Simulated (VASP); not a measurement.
# PbS (Fm-3m) in VASP: notebook, part 2 of 2

VASP 6.6.1. Earlier steps stand in the parts before.

### Step 3. Single point, r2SCAN

Input file POSCAR:

```
PbS
1.0
    0.0000000000      2.9679283527      2.9679283527
    2.9679283527      0.0000000000      2.9679283527
    2.9679283527      2.9679283527      0.0000000000
Pb S
1 1
Direct
    0.0000000000      0.0000000000      0.0000000000
    0.5000000000      0.5000000000      0.5000000000
```

Input file INCAR.step1:

```
PREC     = Accurate       # precision mode
ENCUT    = 520            # plane-wave cutoff, eV
ISMEAR   = 0              # smearing method
SIGMA    = 0.02           # smearing width, eV
LREAL    = False          # projectors in reciprocal space
LASPH    = True           # aspherical terms in the spheres
NELM     = 100            # most SCF steps
NBANDS   = 17             # bands
GGA      = PE             # functional
ALGO     = Normal         # electronic algorithm
EDIFF    = 1E-4           # SCF threshold, eV
LWAVE    = True           # write WAVECAR
LCHARG   = False          # write CHGCAR
```

Input file INCAR.step2:

```
PREC     = Accurate       # precision mode
ENCUT    = 520            # plane-wave cutoff, eV
EDIFF    = 1E-7           # SCF threshold, eV
ISMEAR   = 0              # smearing method
SIGMA    = 0.02           # smearing width, eV
LREAL    = False          # projectors in reciprocal space
LASPH    = True           # aspherical terms in the spheres
NELM     = 100            # most SCF steps
ALGO     = Normal         # electronic algorithm
ISIF     = 2              # what is computed and relaxed
LWAVE    = False          # write WAVECAR
LCHARG   = False          # write CHGCAR
METAGGA  = R2SCAN         # meta-GGA
LMIXTAU  = True         
NBANDS   = 17             # bands
ISTART   = 1
```

Input file KPOINTS:

```
Automatic mesh
0
Gamma
  10 10 10
```

Potentials or basis: VASP PAW PBE potentials, release 64 (Pb_d, S).

Started as:

```
> cat potpaw_PBE.64/Pb_d/POTCAR potpaw_PBE.64/S/POTCAR > POTCAR
> cp INCAR.step1 INCAR
> mpirun -np 1 vasp_std > vasp.out
> cp INCAR.step2 INCAR
> mpirun -np 1 vasp_std > vasp.out
```

OUTCAR:

```text
PREC = Accurate
   ENCUT = 520
   EDIFF = 1E-7
   ISMEAR = 0
   LREAL = False
   LASPH = True
   NELM = 100
   ISIF = 2
   METAGGA = R2SCAN
   ISTART = 1

 ion  position               nearest neighbor table
   1  0.000  0.000  0.000-   2 2.97   2 2.97   2 2.97   2 2.97   2 2.97   2 2.97
   2  0.500  0.500  0.500-   1 2.97   1 2.97   1 2.97   1 2.97   1 2.97   1 2.97

  LATTYP: Found a face centered cubic cell.
 ALAT       =     5.9358567054

  Lattice vectors:

 A1 = (   0.0000000000,   2.9679283527,   2.9679283527)
 A2 = (   2.9679283527,   0.0000000000,   2.9679283527)
 A3 = (   2.9679283527,   2.9679283527,   0.0000000000)

Analysis of symmetry for initial positions (statically):
=====================================================================
 Subroutine PRICEL returns:
 Original cell was already a primitive cell.

 Routine SETGRP: Setting up the symmetry group for a
 face centered cubic supercell.

 Subroutine GETGRP returns: Found 48 space group operations
 (whereof 48 operations were pure point group operations)
 out of a pool of 48 trial point group operations.

[... 156 lines left out ...]
  ext. energy  EPLUGINS =         0.00000000
  ---------------------------------------------------
  free energy    TOTEN  =       -65.60790390 eV

  energy without entropy =      -65.60790390  energy(sigma->0) =      -65.60790390

 E-fermi :   5.7762     XC(G=0): -10.2440

 val. band max:        5.6779916601   @ k =   0.5000   0.0000   0.0000
 cond. band min:       6.3072357124   @ k =   0.5000   0.0000   0.0000
 fundamental gap:      0.6292440523
 Fermi energy:         5.7762346664

 k-point     1 :       0.0000    0.0000    0.0000
  band No.  band energies     occupation
      1     -11.7755      2.00000
      2     -11.7754      2.00000
      3     -11.7754      2.00000
      4     -11.7595      2.00000
      5     -11.7595      2.00000
      6      -8.5216      2.00000
[... 457 lines left out ...]
      4     -11.7303      2.00000
      5     -11.7255      2.00000
      6      -7.2451      2.00000
[... 9 lines left out ...]
     16      17.2752      0.00000
     17      17.8576      0.00000

 [... further k-points ...]
[... 5 lines left out ...]
  --------------------------------------------------------------------------------------
  -------------------------------------------------------------------------------------
  Total        0.3780001      0.3780001      0.3780001     -0.0000000      0.0000000     -0.0000000
  in kB       11.5827648     11.5827648     11.5827648     -0.0000000      0.0000000     -0.0000000
  external PRESSURE =      11.5827648 kB  Pullay stress =       0.0000000 kB

 VOLUME and BASIS-vectors are now :
 -----------------------------------------------------------------------------
  energy-cutoff  :      520.00
  volume of cell :       52.29
      direct lattice vectors                 reciprocal lattice vectors
     0.000000000  2.967928353  2.967928353    -0.168467679  0.168467679  0.168467679
     2.967928353  0.000000000  2.967928353     0.168467679 -0.168467679  0.168467679
     2.967928353  2.967928353  0.000000000     0.168467679  0.168467679 -0.168467679

 POSITION                                       TOTAL-FORCE (eV/Angst)
 -----------------------------------------------------------------------------------
      0.00000      0.00000      0.00000         0.000000      0.000000      0.000000
      2.96793      2.96793      2.96793         0.000000      0.000000     -0.000000
 -----------------------------------------------------------------------------------
    total drift:                                0.000000     -0.000000     -0.000000

  FREE ENERGIE OF THE ION-ELECTRON SYSTEM (eV)
  ---------------------------------------------------
  free  energy   TOTEN  =       -65.6079039000 eV

  energy  without entropy=      -65.6079039000  energy(sigma->0) =      -65.60790390
```

OSZICAR.step1:

```text
N       E                     dE             d eps       ncg     rms          rms(c)
DAV:   1     0.159238858218E+03    0.15924E+03   -0.98221E+03  1598   0.123E+03
DAV:   2     0.294846757569E+01   -0.15629E+03   -0.15025E+03  1705   0.311E+02
DAV:   3    -0.892828000136E+01   -0.11877E+02   -0.11787E+02  2101   0.913E+01
DAV:   4    -0.923143879961E+01   -0.30316E+00   -0.30287E+00  1982   0.160E+01
DAV:   5    -0.924207729493E+01   -0.10638E-01   -0.10638E-01  2245   0.293E+00    0.463E+00
DAV:   6    -0.875312055996E+01    0.48896E+00   -0.13792E+00  2486   0.798E+00    0.323E+00
DAV:   7    -0.875376077176E+01   -0.64021E-03   -0.14549E-01  1958   0.191E+00    0.186E+00
DAV:   8    -0.875749370565E+01   -0.37329E-02   -0.16830E-02  1904   0.139E+00    0.278E-01
DAV:   9    -0.875693547098E+01    0.55823E-03   -0.34994E-03  2519   0.522E-01    0.845E-02
DAV:  10    -0.875712363819E+01   -0.18817E-03   -0.37651E-04  1830   0.118E-01    0.567E-02
DAV:  11    -0.875713078864E+01   -0.71505E-05   -0.58100E-05  1625   0.865E-02
   1 F= -.87571308E+01 E0= -.87571308E+01  d E =-.768475E-21
```

It took 3.8 min on 1 thread of AMD EPYC 7R13, shared host; peak memory 0.18 GiB.

Results:

```
Free energy            : -65.6079 eV
Pressure               : 1.2 GPa
Band gap on the k mesh : 0.63 eV, direct
```

Caveat: the PAW data sets were made with another functional, which shifts forces and pressure a little; spin-orbit coupling is left out, which moves the levels of the heavy elements.

### Step 4. Relaxation of cell and atoms, PBE+D3(BJ)

This run uses another cell than the first one, of 26.09 Å³/atom, 0.998 times its volume.

Input file INCAR:

```
PREC     = Accurate       # precision mode
ENCUT    = 600            # plane-wave cutoff, eV
EDIFF    = 1E-7           # SCF threshold, eV
ISMEAR   = 0              # smearing method
SIGMA    = 0.02           # smearing width, eV
LREAL    = False          # projectors in reciprocal space
LASPH    = True           # aspherical terms in the spheres
NELM     = 100            # most SCF steps
ALGO     = Normal         # electronic algorithm
ISIF     = 3              # what is computed and relaxed
LWAVE    = False          # write WAVECAR
LCHARG   = False          # write CHGCAR
GGA      = PE             # functional
IVDW     = 12             # dispersion correction
IBRION   = 2              # ionic algorithm
NSW      = 100            # ionic steps
EDIFFG   = -0.005         # ionic threshold
```

KPOINTS is that of step 3.

Input file POSCAR:

```
PbS
1.0
    0.0000000000      2.9657500000      2.9657500000
    2.9657500000      0.0000000000      2.9657500000
    2.9657500000      2.9657500000      0.0000000000
Pb S
1 1
Direct
    0.0000000000      0.0000000000      0.0000000000
    0.5000000000      0.5000000000      0.5000000000
```

Started as:

```
> cat potpaw_PBE.64/Pb_d/POTCAR potpaw_PBE.64/S/POTCAR > POTCAR
> mpirun -np 1 vasp_std > vasp.out
```

Run time: 1.8 min. Hardware: 1 thread of AMD EPYC 7R13, shared host; peak memory 0.21 GiB.

Results (log left out):

- Free energy: -9.4502 eV
- Relaxed volume: 26.12 Å³/atom
- Relaxed cell: a = 4.196 Å, b = 4.196 Å, c = 4.196 Å, α = 60.00°, β = 60.00°, γ = 60.00°
- Space group after relaxing (to 0.05 Å): Fm-3m (No. 225)
- Energy gained by relaxing: 0.0 meV/atom
- Ionic steps: 2
- Pressure after relaxing: 0.0 GPa
- Band gap on the k mesh: 0.37 eV, direct
- Dispersion energy per atom: -0.347 eV

Final structure:
```yaml
crystal:
  lattice:
    - [0.00000, 2.96716, 2.96716]
    - [2.96716, 0.00000, 2.96716]
    - [2.96716, 2.96716, 0.00000]
  atoms:
    - { symbol: Pb, position: [0.00000, 0.00000, 0.00000] }
    - { symbol: S, position: [0.50000, 0.50000, 0.50000] }
```

Levels at points of the mesh, in eV from the valence-band top:
| k point | band 6 | band 7 | band 8 | band 9 | band 10 | band 11 | band 12 | band 13 | band 14 |
| --- | --- | --- | --- | --- | --- | --- | --- | --- | --- |
| (0.00, 0.00, 0.00) | -13.58 | -6.04 | -2.16 | -2.16 | -2.16 | 5.21 | 5.21 | 5.21 | 6.74 |
| (0.50, 0.00, 0.00) | -12.34 | -8.84 | -1.77 | -1.77 | 0.00 | 0.37 | 1.97 | 1.97 | 8.66 |
| (0.50, 0.50, 0.00) | -11.92 | -7.20 | -5.18 | -3.43 | -3.43 | 3.87 | 5.57 | 5.68 | 5.68 |

Caveat: spin-orbit coupling is left out, which moves the levels of the heavy elements. A k mesh can miss the band edges.

### Step 5. Single point, PBE+D3(BJ), non-collinear spin, zero start, spin-orbit coupling

Input file INCAR:

```
SYSTEM = PbS
  PREC = Accurate
  ENCUT = 520
  EDIFF = 1E-6
  ISMEAR = 0
  SIGMA = 0.02
  LREAL = .FALSE.
  LASPH = .TRUE.
  NELM = 150
  ALGO = Normal
  ISIF = 2
  LWAVE = .FALSE.
  LCHARG = .TRUE.
  MAGMOM = 0 0 0 0 0 0
  LORBIT = 11
  LSORBIT = .TRUE.
  GGA_COMPAT = .FALSE.
  LORBMOM = .TRUE.
  GGA = PE
  IVDW = 12
  LVHAR = .TRUE.
  NBANDS = 32
```

Input file KPOINTS:

```
Automatic mesh
0
G
  10 10 10
  0 0 0
```

Input file POSCAR:

```
PbS
1.0
    0.0000000000      2.9679283527      2.9679283527
    2.9679283527      0.0000000000      2.9679283527
    2.9679283527      2.9679283527      0.0000000000
Pb S
1 1
Direct
    0.0000000000      0.0000000000      0.0000000000
    0.5000000000      0.5000000000      0.5000000000
```

Started as:

```
> cat potpaw_PBE.64/Pb_d/POTCAR potpaw_PBE.64/S/POTCAR > POTCAR
> mpirun -np 1 vasp_ncl > vasp.out
```

It took 3.8 min on 1 thread of AMD EPYC 7R13, shared host; peak memory 0.34 GiB.

Results (log left out):

```
Free energy                                           : -9.8289 eV
Pressure                                              : -0.4 GPa
Net moment                                            : 0.00 μB per cell
Valence electrons inside the program's atomic spheres : Pb 11.85; S 3.68
Dispersion energy per atom                            : -0.346 eV
```

Moments on the atoms (μB; x, y, z):
```
Pb  0.00 0.00 0.00
S   0.00 0.00 0.00
```

### Step 6. Overview

```csv
task,level,spin,cell,cutoff (eV),gap on the mesh (eV),pressure (GPa)
single point,PBE+D3(BJ),off,"a = 4.197 Å, angles 60.0°, 2 atoms",520,0.37,-0.1
single point,r2SCAN,off,"a = 4.197 Å, angles 60.0°, 2 atoms",520,0.63,1.2
relaxation of cell and atoms,PBE+D3(BJ),off,"relaxed from a = 4.194 Å, angles 60.0°, 2 atoms",600,0.37,0.0
single point,PBE+D3(BJ),"non-collinear, zero start, SOC","a = 4.197 Å, angles 60.0°, 2 atoms",520,-,-0.4
```

Alike in all rows: potentials or basis VASP PAW PBE potentials, release 64 (Pb_d, S); k mesh 10 × 10 × 10; smearing gaussian 0.02 eV.

The pressure there spans -0.4 GPa (PBE+D3(BJ)) to 1.2 GPa (r2SCAN); a positive pressure means that this level wants a larger cell, a negative one a smaller.

Caveats: spin-orbit coupling is left out, which moves the levels of the heavy elements (some runs); the PAW data sets were made with another functional, which shifts forces and pressure a little (some runs).

Total energies depend on the potentials used, so only differences within one code and one set of settings carry meaning.
